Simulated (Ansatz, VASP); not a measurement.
## One calculation of MgO, two programs

```
CELL_PARAMETERS angstrom
5.63354 0.00000 0.00000
0.00000 5.63354 0.00000
0.00000 0.00000 5.63354
ATOMIC_POSITIONS crystal
Mg 0.25000 0.99301 0.50000
Mg 0.00000 0.50898 0.25000
Mg 0.50000 0.72497 0.00000
Mg 0.75000 0.99301 0.50000
Mg 0.00000 0.50898 0.75000
Mg 0.50000 0.22497 0.00000
O 0.25000 0.52817 0.00000
O 0.50000 0.01565 0.25000
O 0.00000 0.74118 0.50000
O 0.75000 0.52817 0.00000
O 0.50000 0.01565 0.75000
O 0.00000 0.24118 0.50000
```

Change from the starting cell: mode 14 frozen in at -0.045 Å and mode 24 at -0.141 Å (largest displacements).

Alike in both runs: task single point; functional PBE; k mesh 4 × 4 × 4; occupations gaussian, width 0.05 eV; no spin polarisation.

|  | VASP | Ansatz |
| --- | --- | --- |
| version | VASP 6.6.1 | Ansatz 0.2.0 |
| potentials or method | VASP PAW PBE potentials, release 64 (Mg, O), cutoff 520 eV | scalar-relativistic, plane waves, PAW |
| valence electrons in the cell | 48 | 96 |

```csv
,VASP,Ansatz,Ansatz less VASP
gap on the k mesh at the Fermi level (eV),2.83,2.85,+0.016
least direct gap on the mesh (eV),2.84,2.85,+0.016
pressure (GPa),2.2,2.5,+0.25
"traceless stress, the component that is largest in VASP (GPa)",0.69,0.68,-0.013
rms of the force components (eV/Å),1.099,1.081,-0.0185
```

Atom by atom the forces differ by 0.019 eV/Å (rms over components). The functional is the same, so the differences come from potentials, cutoffs and numerics. VASP's potentials hold 48 valence electrons a cell and Ansatz's 96, so a difference there can come from the potentials and not from the codes.
